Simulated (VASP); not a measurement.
# Ti4CN5O in VASP: a series of runs, part 2 of 2

VASP 6.6.1.

### Step 3. Single point, PBEsol

Contents of INCAR:

```
PREC = Accurate
ENCUT = 520
EDIFF = 1E-6
ISMEAR = 0
SIGMA = 0.1
LREAL = False
LASPH = True
NELM = 80
ALGO = Normal
ISIF = 2
LWAVE = False
LCHARG = False
LDIPOL = True
IDIPOL = 3
DIPOL = 0.5 0.5 0.498
GGA = PS
NBANDS = 52
```

Contents of KPOINTS:

```
Automatic mesh
0
Gamma
  12 12 1
```

Contents of POSCAR:

```
Ti4CN5O
1.0
    2.9726300482      0.0000000000      0.0000000000
   -1.4863150241      2.5743731378      0.0000000000
    0.0000000000      0.0000000000     29.8585690827
N Ti C O
5 4 1 1
Direct
    0.3333333333      0.6666666667      0.2846753968
    0.0000000000      0.0000000000      0.3659633602
    0.6666666667      0.3333333333      0.4473833353
    0.3333333333      0.6666666667      0.5263321082
    0.0000000000      0.0000000000      0.6028695719
    0.6666666667      0.3333333333      0.3253193784
    0.3333333333      0.6666666667      0.4066073418
    0.0000000000      0.0000000000      0.4885512255
    0.6666666667      0.3333333333      0.5767170793
    0.3333333333      0.6666666667      0.7052056886
    0.3333333333      0.6666666667      0.7431810365
```

Potentials or basis: VASP PAW PBE potentials, release 64 (N, Ti_sv, C, O).

The run is started by

```
cat potpaw_PBE.64/N/POTCAR potpaw_PBE.64/Ti_sv/POTCAR potpaw_PBE.64/C/POTCAR potpaw_PBE.64/O/POTCAR > POTCAR
mpirun -np 1 vasp_std > vasp.out
```

OUTCAR:

```text
PREC = Accurate
   ENCUT = 520
   EDIFF = 1E-6
   ISMEAR = 0
   LREAL = False
   LASPH = True
   NELM = 80
   ISIF = 2
   GGA = PS

 ion  position               nearest neighbor table
   1  0.333  0.667  0.285-   6 2.10   6 2.10   6 2.10
   2  0.000  0.000  0.366-   7 2.10   7 2.10   7 2.10   6 2.10   6 2.10   6 2.10
   3  0.667  0.333  0.447-   7 2.10   7 2.10   7 2.10   8 2.11   8 2.11   8 2.11
   4  0.333  0.667  0.526-   8 2.05   8 2.05   8 2.05   9 2.28   9 2.28   9 2.28
   5  0.000  0.000  0.603-   9 1.89   9 1.89   9 1.89
   6  0.667  0.333  0.325-   1 2.10   1 2.10   1 2.10   2 2.10   2 2.10   2 2.10
   7  0.333  0.667  0.407-   2 2.10   2 2.10   2 2.10   3 2.10   3 2.10   3 2.10
   8  0.000  0.000  0.489-   4 2.05   4 2.05   4 2.05   3 2.11   3 2.11   3 2.11
   9  0.667  0.333  0.577-   5 1.89   5 1.89   5 1.89   4 2.28   4 2.28   4 2.28
  10  0.333  0.667  0.705-  11 1.13
  11  0.333  0.667  0.743-  10 1.13

  LATTYP: Found a hexagonal cell.
 ALAT       =     2.9726300482
 C/A-ratio  =    10.0444954799

  Lattice vectors:

 A1 = (   2.9726300482,   0.0000000000,   0.0000000000)
 A2 = (  -1.4863150241,   2.5743731378,   0.0000000000)
 A3 = (   0.0000000000,   0.0000000000,  29.8585690827)

Analysis of symmetry for initial positions (statically):
=====================================================================
 Subroutine PRICEL returns:
 Original cell was already a primitive cell.

 Routine SETGRP: Setting up the symmetry group for a
 hexagonal supercell.

 Subroutine GETGRP returns: Found  6 space group operations
 (whereof  6 operations were pure point group operations)
 out of a pool of 24 trial point group operations.

The static configuration has the point symmetry C_3v.

Analysis of symmetry for dynamics (positions and initial velocities):
=====================================================================
 Subroutine PRICEL returns:
 Original cell was already a primitive cell.

 Routine SETGRP: Setting up the symmetry group for a
 hexagonal supercell.
[... 157 lines left out ...]

 number of electron      83.0000011 magnetization

 dipolmoment           0.000000      0.000000     -0.070478 electrons x Angstroem

 Free energy of the ion-electron system (eV)
  ---------------------------------------------------
  ext. energy  EPLUGINS =         0.00000000
  ---------------------------------------------------
  free energy    TOTEN  =      -103.64744761 eV

  energy without entropy =     -103.63057319  energy(sigma->0) =     -103.63901040

 E-fermi :  -0.2382     XC(G=0):  -6.3802

 val. band max:       -0.2511424849   @ k =   0.4167   0.1667   0.0000
 cond. band min:      -0.2224730906   @ k =   0.3333   0.1667   0.0000
 fundamental gap:      0.0286693944
 Fermi energy:        -0.2382303920

 k-point     1 :       0.0000    0.0000    0.0000
  band No.  band energies     occupation
      1     -57.7889      2.00000
      2     -57.6505      2.00000
      3     -56.6405      2.00000
      4     -56.5156      2.00000
      5     -34.3616      2.00000
      6     -34.0076      2.00000
[... 1034 lines left out ...]
     51       2.9108      0.00000
     52       3.0176      0.00000

------------------------ aborting loop because EDIFF is reached ----------------------------------------

 vacuum level on the upper side and lower side of the slab       (xc-potential included)        -0.827         0.810

  FORCE on cell =-STRESS in cart. coord.  units (eV):
  Direction    XX          YY          ZZ          XY          YZ          ZX
  --------------------------------------------------------------------------------------
  -------------------------------------------------------------------------------------
  Total        1.4690013      1.4690013     -2.1676961     -0.0000000      0.0000000     -0.0000000
  in kB       10.3003366     10.3003366    -15.1994415     -0.0000000      0.0000000     -0.0000000
  external PRESSURE =       1.8004105 kB  Pullay stress =       0.0000000 kB

 VOLUME and BASIS-vectors are now :
 -----------------------------------------------------------------------------
  energy-cutoff  :      520.00
  volume of cell :      228.50
      direct lattice vectors                 reciprocal lattice vectors
     2.972630048  0.000000000  0.000000000     0.336402440  0.194222039  0.000000000
    -1.486315024  2.574373138  0.000000000     0.000000000  0.388444078  0.000000000
     0.000000000  0.000000000 29.858569083     0.000000000  0.000000000  0.033491223

 POSITION                                       TOTAL-FORCE (eV/Angst)
 -----------------------------------------------------------------------------------
     -0.00000      1.71625      8.50000         0.000000     -0.000000      4.331435
      0.00000      0.00000     10.92714         0.000000     -0.000000      1.055370
      1.48632      0.85812     13.35823         0.000000     -0.000000     -0.007053
     -0.00000      1.71625     15.71552        -0.000000     -0.000000      0.018134
      0.00000      0.00000     18.00082         0.000000      0.000000      0.055313
      1.48632      0.85812      9.71357        -0.000000      0.000000     -5.660221
     -0.00000      1.71625     12.14071         0.000000      0.000000      0.254556
      0.00000      0.00000     14.58744        -0.000000     -0.000000     -0.002488
      1.48632      0.85812     17.21995         0.000000     -0.000000     -0.047655
     -0.00000      1.71625     21.05643        -0.000000     -0.000000     -1.003868
     -0.00000      1.71625     22.19032        -0.000000     -0.000000      1.006479
 -----------------------------------------------------------------------------------
    total drift:                                0.000001     -0.000000     -0.001483

  FREE ENERGIE OF THE ION-ELECTRON SYSTEM (eV)
  ---------------------------------------------------
  free  energy   TOTEN  =      -103.6474476102 eV

  energy  without entropy=     -103.6305731934  energy(sigma->0) =     -103.63901040

 vacuum level on the upper side and lower side of the slab         6.233         7.896
```

OSZICAR:

```text
N       E                     dE             d eps       ncg     rms          rms(c)
DAV:   1     0.117164667467E+04    0.11716E+04   -0.42406E+04  2136   0.164E+03
DAV:   2     0.857260822737E+02   -0.10859E+04   -0.10455E+04  2164   0.517E+02
DAV:   3    -0.108762528896E+03   -0.19449E+03   -0.18991E+03  2980   0.199E+02
[... 21 lines left out ...]
DAV:  25    -0.103647403262E+03    0.26989E-03   -0.20090E-03  2616   0.231E-01    0.301E-02
DAV:  26    -0.103647452068E+03   -0.48806E-04   -0.61316E-04  2612   0.101E-01    0.171E-02
DAV:  27    -0.103647449618E+03    0.24507E-05   -0.45668E-05  2756   0.339E-02    0.121E-02
DAV:  28    -0.103647466682E+03   -0.17064E-04   -0.25967E-05  2228   0.257E-02    0.812E-03
DAV:  29    -0.103647447785E+03    0.18897E-04   -0.22779E-05  2352   0.317E-02    0.457E-03
DAV:  30    -0.103647447610E+03    0.17439E-06   -0.59613E-06  2060   0.893E-03
   1 F= -.10364745E+03 E0= -.10363901E+03  d E =-.168744E-01
```

It took 7.2 min on 1 thread of AMD EPYC 9R45 (Zen 5), shared host; peak memory 0.45 GiB.

What came out:

* Free energy: -103.6474 eV
* Largest force: 5.660 eV/Å
* Band gap on the k mesh: zero (an odd number of electrons rules out a gap without spin polarisation)

Forces in eV/Å, atoms in the order of the input:
```
N    0.000  0.000  4.331
N    0.000  0.000  1.055
N    0.000  0.000 -0.007
N    0.000  0.000  0.018
N    0.000  0.000  0.055
Ti   0.000  0.000 -5.660
Ti   0.000  0.000  0.255
Ti   0.000  0.000 -0.002
Ti   0.000  0.000 -0.048
C    0.000  0.000 -1.004
O    0.000  0.000  1.006
```

Caveat: the PAW data sets were made with another functional, which shifts forces and pressure a little; an odd number of electrons without spin polarisation forces a metal; a magnetic or distorted state may lie lower.

The gap in the log of VASP goes by the Fermi energy; the results here count the filled bands.